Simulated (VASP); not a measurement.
# Hf3Ta in VASP: further runs

The runs below take Hf3Ta through single point, with LDA.

Program: VASP 6.6.1. These are calculated values, not measurements. Logs are shortened: lines on timing, memory, paths and dates and some standing lists are left out, and cuts for length are marked.

### Step 1. The cell of the first run

The cell holds a slab with vacuum, 4 atoms: a = 3.117 Å, b = 3.117 Å, c = 23.424 Å, α = 90.00°, β = 90.00°, γ = 120.00°.

### Step 2. Single point, LDA

The input, INCAR:

```
SYSTEM = Hf3Ta
ALGO = Normal
DIPOL = 0.5 0.5 0.500
EDIFF = 1E-6
ENCUT = 520
GGA = CA
IDIPOL = 3
ISIF = 2
ISMEAR = -1
LASPH = .TRUE.
LCHARG = .FALSE.
LDIPOL = .TRUE.
LREAL = .FALSE.
LWAVE = .FALSE.
NBANDS = 28
NELM = 60
PREC = Accurate
SIGMA = 0.1
```

The input, KPOINTS:

```
k-points
0
G
  15 15 1
  0 0 0
```

The input, POSCAR:

```
Hf3Ta
1.0
    3.1173710845      0.0000000000      0.0000000000
   -1.5586855422      2.6997225522      0.0000000000
    0.0000000000      0.0000000000     23.4244000000
Ta Hf
1 3
Direct
    0.8333333333      0.1666666667      0.3458000782
    0.1666666667      0.8333333333      0.4447828621
    0.8333333333      0.1666666667      0.5552171380
    0.1666666667      0.8333333333      0.6541999217
```

Potentials or basis: VASP PAW LDA potentials, release 64 (Ta_pv, Hf_pv).

Started as:

```sh
cat potpaw_LDA.64/Ta_pv/POTCAR potpaw_LDA.64/Hf_pv/POTCAR > POTCAR
mpirun -np 1 vasp_std > vasp.out
```

OUTCAR:

```text
SYSTEM = Hf3Ta
   EDIFF = 1E-6
   ENCUT = 520
   GGA = CA
   ISIF = 2
   ISMEAR = -1
   LASPH = .TRUE.
   LREAL = .FALSE.
   NELM = 60
   PREC = Accurate

 ion  position               nearest neighbor table
   1  0.833  0.167  0.346-   2 2.94   2 2.94   2 2.94
   2  0.167  0.833  0.445-   1 2.94   1 2.94   1 2.94   3 3.15   3 3.15   3 3.15
   3  0.833  0.167  0.555-   4 2.94   4 2.94   4 2.94   2 3.15   2 3.15   2 3.15
   4  0.167  0.833  0.654-   3 2.94   3 2.94   3 2.94

  LATTYP: Found a hexagonal cell.
 ALAT       =     3.1173710845
 C/A-ratio  =     7.5141519457

  Lattice vectors:

 A1 = (   3.1173710845,   0.0000000000,   0.0000000000)
 A2 = (  -1.5586855422,   2.6997225522,   0.0000000000)
 A3 = (   0.0000000000,   0.0000000000,  23.4244000000)

Analysis of symmetry for initial positions (statically):
=====================================================================
 Subroutine PRICEL returns:
 Original cell was already a primitive cell.

 Routine SETGRP: Setting up the symmetry group for a
 hexagonal supercell.

 Subroutine GETGRP returns: Found  6 space group operations
 (whereof  2 operations were pure point group operations)
 out of a pool of 24 trial point group operations.

The static configuration has the point symmetry C_1h.
 The point group associated with its full space group is C_3v.

Analysis of symmetry for dynamics (positions and initial velocities):
=====================================================================
 Subroutine PRICEL returns:
 Original cell was already a primitive cell.

 Routine SETGRP: Setting up the symmetry group for a
 hexagonal supercell.

 Subroutine GETGRP returns: Found  6 space group operations
 (whereof  2 operations were pure point group operations)
 out of a pool of 24 trial point group operations.

The dynamic configuration has the point symmetry C_1h.
 The point group associated with its full space group is C_3v.

 Subroutine INISYM returns: Found  6 space group operations
 (whereof  2 operations are pure point group operations),
 and found     1 'primitive' translations

----------------------------------------------------------------------------------------

                                     Primitive cell

  volume of cell :     197.1406

  direct lattice vectors                    reciprocal lattice vectors
     3.117371084  0.000000000  0.000000000     0.320783113  0.185204216  0.000000000
    -1.558685542  2.699722552  0.000000000     0.000000000  0.370408433  0.000000000
     0.000000000  0.000000000 23.424400000     0.000000000  0.000000000  0.042690528

  length of vectors
     3.117371084  3.117371084 23.424400000     0.370408433  0.370408433  0.042690528

  position of ions in fractional coordinates (direct lattice)
     0.833333333  0.166666667  0.345800078
     0.166666667  0.833333333  0.444782862
     0.833333333  0.166666667  0.555217138
     0.166666667  0.833333333  0.654199922

  ion indices of the primitive-cell ions
   primitive index   ion index
                 1           1
                 2           2
                 3           3
                 4           4

----------------------------------------------------------------------------------------

 KPOINTS: k-points

Automatic generation of k-mesh.
 Grid dimensions read from file:
 generate k-points for:   15   15    1

 Generating k-lattice:

  Cartesian coordinates                     Fractional coordinates (reciprocal lattice)
     0.021385541  0.012346948  0.000000000     0.066666667 -0.000000000  0.000000000
     0.000000000  0.024693896  0.000000000     0.000000000  0.066666667  0.000000000
     0.000000000  0.000000000  0.042690528     0.000000000  0.000000000  1.000000000

  Length of vectors
     0.024693896  0.024693896  0.042690528

  Shift w.r.t. Gamma in fractional coordinates (k-lattice)
     0.000000000  0.000000000  0.000000000

 Subroutine IBZKPT returns following result:
 ===========================================

 Found     27 irreducible k-points:

 Following reciprocal coordinates:
            Coordinates               Weight
  0.000000  0.000000  0.000000      1.000000
  0.066667 -0.000000  0.000000      6.000000
  0.133333 -0.000000  0.000000      6.000000
  0.200000 -0.000000  0.000000      6.000000
  0.266667 -0.000000  0.000000      6.000000
  0.333333 -0.000000  0.000000      6.000000
[... 16 lines left out ...]
  0.333333  0.200000  0.000000     12.000000
  0.400000  0.200000  0.000000      6.000000
 [... further k-points ...]
   k-points           NKPTS =     27   k-points in BZ     NKDIM =     27   number of bands    NBANDS=     28
   number of dos      NEDOS =    301   number of ions     NIONS =      4
   total plane-waves  NPLWV = 103680
   dimension x,y,z NGX =    24 NGY =   24 NGZ =  180
   dimension x,y,z NGXF=    48 NGYF=   48 NGZF=  360
   ions per type =               1   3
   NGX,Y,Z   is equivalent  to a cutoff of  12.80, 12.80, 12.77 a.u.
   NGXF,Y,Z  is equivalent  to a cutoff of  25.60, 25.60, 25.55 a.u.
 SYSTEM =  Hf3Ta
   PREC   = accura    normal or accurate (medium, high low for compatibility)
   ISTART =      0    job   : 0-new  1-cont  2-samecut
   ICHARG =      2    charge: 1-file 2-atom 10-const
   ISPIN  =      1    spin polarized calculation?
   LNONCOLLINEAR =      F non collinear calculations
   LSORBIT =      F    spin-orbit coupling
   LASPH  =      T    aspherical Exc in radial PAW
   ENCUT  =  520.0 eV  38.22 Ry    6.18 a.u.   5.80  5.80 43.55*2*pi/ulx,y,z
   NELM   =     60;   NELMIN=  2; NELMDL= -5     # of ELM steps
   EDIFF  = 0.1E-05   stopping-criterion for ELM
   LREAL  =      F    real-space projection
   EDIFFG = 0.1E-04   stopping-criterion for IOM
   NSW    =      0    number of steps for IOM
   IBRION =     -1    ionic relax: 0-MD 1-quasi-New 2-CG
   NFREE  =      0    steps in history (QN), initial steepest desc. (CG)
   ISIF   =      2    stress and relaxation
   ISYM   =      2    0-nonsym 1-usesym 2-fastsym
   POTIM  = 0.5000    time-step for ionic-motion
   TEBEG  =    0.0;   TEEND  =   0.0 temperature during run
   PSTRESS=    0.0 pullay stress
   NELECT =      41.0000    total number of electrons
   NUPDOWN=      -1.0000    fix difference up-down
   EMIN   =  10.00;   EMAX   =-10.00  energy-range for DOS
   EFERMI =   0.00;   METHOD = LEGACY
   ISMEAR =    -1;   SIGMA  =   0.10  broadening in eV -4-tet -1-fermi 0-gaus
   EFERMI_NEDOS =   21; number of points for ismear=-14 and -15
   IALGO  =     38    algorithm
   IMIX   =      4    mixing-type and parameters
     AMIX     =   0.40;   BMIX     =  1.00
     AMIX_MAG =   1.60;   BMIX_MAG =  1.00
  volume/ion in A,a.u.               =      49.29       332.59
  Fermi-wavevector in a.u.,A,eV,Ry     =   0.969938  1.832917 12.800091  0.940780
  Thomas-Fermi vector in A             =   2.100032
   LORBIT       =      0    0 simple, 1 ext, 2 COOP (PROOUT), +10 PAW based schemes
   GGA     = CA    functional components
   LHFCALC =     F    Hartree Fock is set to
   AEXX    =    0.0000 exact exchange contribution
   IVDW    =     0    specifies the selected vdW correction
   LEPSILON=     F    determine dielectric tensor
   LRPA    =     F    only Hartree local field effects (RPA)
 non-spin polarized calculation
  energy-cutoff  :      520.00
  volume of cell :      197.14
 maximum number of plane-waves:      5350
 NGX is ok and might be reduce to    24
   NGX = 11   NGY = 11   NGZ = 87

 dipolmoment           0.000000      0.000000      0.333162 electrons x Angstroem

 number of electron      40.9999995 magnetization

 dipolmoment           0.000000      0.000000     -0.011572 electrons x Angstroem

 Free energy of the ion-electron system (eV)
  ---------------------------------------------------
  ext. energy  EPLUGINS =         0.00000000
  ---------------------------------------------------
  free energy    TOTEN  =       -42.07204217 eV

  energy without entropy =      -41.89208866  energy(sigma->0) =      -41.98206542

 E-fermi :  -0.4594     XC(G=0):  -5.9240

 val. band max:       -0.4952773232   @ k =   0.3333   0.1333   0.0000
 cond. band min:      -0.4497354251   @ k =   0.3333   0.3333   0.0000
 fundamental gap:      0.0455418981
 Fermi energy:        -0.4593551979

 k-point     1 :       0.0000    0.0000    0.0000
  band No.  band energies     occupation
      1     -35.0637      2.00000
      2     -34.5644      2.00000
      3     -34.5644      2.00000
      4     -31.3015      2.00000
      5     -30.8045      2.00000
      6     -30.5491      2.00000
[... 20 lines left out ...]
     27       1.0874      0.00000
     28       1.1448      0.00000

 k-point     2 :       0.0667   -0.0000    0.0000
  band No.  band energies     occupation
      1     -35.0603      2.00000
      2     -34.5873      2.00000
      3     -34.5697      2.00000
      4     -31.2923      2.00000
      5     -30.8042      2.00000
      6     -30.5863      2.00000
[... 20 lines left out ...]
     27       1.0297      0.00000
     28       1.1797      0.00000

 k-point     3 :       0.1333   -0.0000    0.0000
  band No.  band energies     occupation
      1     -35.0507      2.00000
      2     -34.6515      2.00000
      3     -34.5848      2.00000
      4     -31.2668      2.00000
      5     -30.8107      2.00000
      6     -30.6772      2.00000
[... 20 lines left out ...]
     27       1.0672      0.00000
     28       1.1436      0.00000

 k-point     4 :       0.2000   -0.0000    0.0000
  band No.  band energies     occupation
      1     -35.0366      2.00000
      2     -34.7449      2.00000
      3     -34.6069      2.00000
      4     -31.2322      2.00000
      5     -30.8742      2.00000
      6     -30.7513      2.00000
[... 578 lines left out ...]
     27       2.2943      0.00000
     28       2.5325      0.00000

 k-point    23 :       0.3333    0.2000    0.0000
  band No.  band energies     occupation
      1     -35.0043      2.00000
      2     -34.9808      2.00000
      3     -34.7867      2.00000
      4     -31.2453      2.00000
      5     -31.1350      2.00000
      6     -30.9877      2.00000
[... 20 lines left out ...]
     27       2.4783      0.00000
     28       2.9501      0.00000

 k-point    24 :       0.4000    0.2000    0.0000
  band No.  band energies     occupation
      1     -35.0137      2.00000
      2     -34.9784      2.00000
      3     -34.7985      2.00000
      4     -31.2568      2.00000
      5     -31.1415      2.00000
      6     -30.9973      2.00000
[... 20 lines left out ...]
     27       2.5727      0.00000
     28       3.2047      0.00000

 [... further k-points ...]

------------------------ aborting loop because EDIFF is reached ----------------------------------------

 vacuum level on the upper side and lower side of the slab       (xc-potential included)        -0.437        -0.120

  FORCE on cell =-STRESS in cart. coord.  units (eV):
  Direction    XX          YY          ZZ          XY          YZ          ZX
  --------------------------------------------------------------------------------------
  -------------------------------------------------------------------------------------
  Total       -4.4108371     -4.4108371     -1.2003942     -0.0000000      0.0000000      0.0000000
  in kB      -35.8472206    -35.8472206     -9.7556983     -0.0000000      0.0000000      0.0000000
  external PRESSURE =     -27.1500465 kB  Pullay stress =       0.0000000 kB

 VOLUME and BASIS-vectors are now :
 -----------------------------------------------------------------------------
  energy-cutoff  :      520.00
  volume of cell :      197.14
      direct lattice vectors                 reciprocal lattice vectors
     3.117371084  0.000000000  0.000000000     0.320783113  0.185204216  0.000000000
    -1.558685542  2.699722552  0.000000000     0.000000000  0.370408433  0.000000000
     0.000000000  0.000000000 23.424400000     0.000000000  0.000000000  0.042690528

 POSITION                                       TOTAL-FORCE (eV/Angst)
 -----------------------------------------------------------------------------------
      2.33803      0.44995      8.10016        -0.000000     -0.000000      0.536289
     -0.77934      2.24977     10.41877         0.000000      0.000000     -0.502734
      2.33803      0.44995     13.00563        -0.000000      0.000000     -0.058252
     -0.77934      2.24977     15.32424        -0.000000      0.000000      0.024697
 -----------------------------------------------------------------------------------
    total drift:                               -0.000000      0.000000      0.007010

  FREE ENERGIE OF THE ION-ELECTRON SYSTEM (eV)
  ---------------------------------------------------
  free  energy   TOTEN  =       -42.0720421673 eV

  energy  without entropy=      -41.8920886641  energy(sigma->0) =      -41.98206542

 vacuum level on the upper side and lower side of the slab         3.847         4.148
```

Wall time 6.6 min (1 thread of AMD EPYC 7R13 (Zen 3), shared host); peak memory 0.31 GiB.

Results:

| Property | Result |
| --- | --- |
| Free energy | -42.0720 eV |
| Largest force | 0.536 eV/Å |
| Band gap on the k mesh | zero (an odd number of electrons rules out a gap without spin polarisation) |

Forces in eV/Å, atoms in the order of the input:
```
Ta   0.000  0.000  0.536
Hf   0.000  0.000 -0.503
Hf   0.000  0.000 -0.058
Hf   0.000  0.000  0.025
```

Caveat: spin-orbit coupling is left out, which moves the levels of the heavy elements.

### Step 3. Single point, LDA

The input, INCAR:

```
  ALGO = Normal
  DIPOL = 0.5 0.5 0.500
  EDIFF = 1E-6
  ENCUT = 520
  GGA = CA
  IDIPOL = 3
  ISIF = 2
  ISMEAR = -1
  LASPH = T
  LCHARG = T
  LDIPOL = T
  LELF = T
  LREAL = F
  LVACPOTAV = T
  LVHAR = T
  LWAVE = F
  NBANDS = 28
  NELM = 60
  PREC = Accurate
  SIGMA = 0.1
```

The input, KPOINTS:

```
k-points
0
Gamma
  15 15 1
```

The input, POSCAR:

```
Hf3Ta
1.0
    3.1173710845      0.0000000000      0.0000000000
   -1.5586855422      2.6997225522      0.0000000000
    0.0000000000      0.0000000000     23.4244000000
Hf Ta
3 1
Direct
    0.8333333333      0.1666666667      0.3458000782
    0.8333333333      0.1666666667      0.5552171380
    0.1666666667      0.8333333333      0.6541999217
    0.1666666667      0.8333333333      0.4447828621
```

Potentials or basis: VASP PAW LDA potentials, release 64 (Hf_pv, Ta_pv).

Started as:

```sh
cat potpaw_LDA.64/Hf_pv/POTCAR potpaw_LDA.64/Ta_pv/POTCAR > POTCAR
mpirun -np 1 vasp_std > vasp.out
```

Wall time 7 min (1 thread of AMD EPYC 7R13 (Zen 3), shared host); peak memory 0.31 GiB.

Results (log left out):

```
Free energy            : -42.3844 eV
Largest force          : 0.677 eV/Å
Band gap on the k mesh : zero (an odd number of electrons rules out a gap without spin polarisation)
```

Forces in eV/Å, atoms in the order of the input:
```
Hf   0.000  0.000  0.484
Hf   0.000  0.000 -0.677
Hf   0.000  0.000  0.057
Ta   0.000  0.000  0.136
```

Levels at points of the mesh, in eV from the Fermi level:
```tsv
k point	band 19	band 20	band 21	band 22	band 23	band 24
(0.00, 0.00, 0.00)	0.23	0.23	0.38	0.79	0.79	0.83
```

Caveat: spin-orbit coupling is left out, which moves the levels of the heavy elements.

The gap in the log of VASP goes by the Fermi energy; the results here count the filled bands.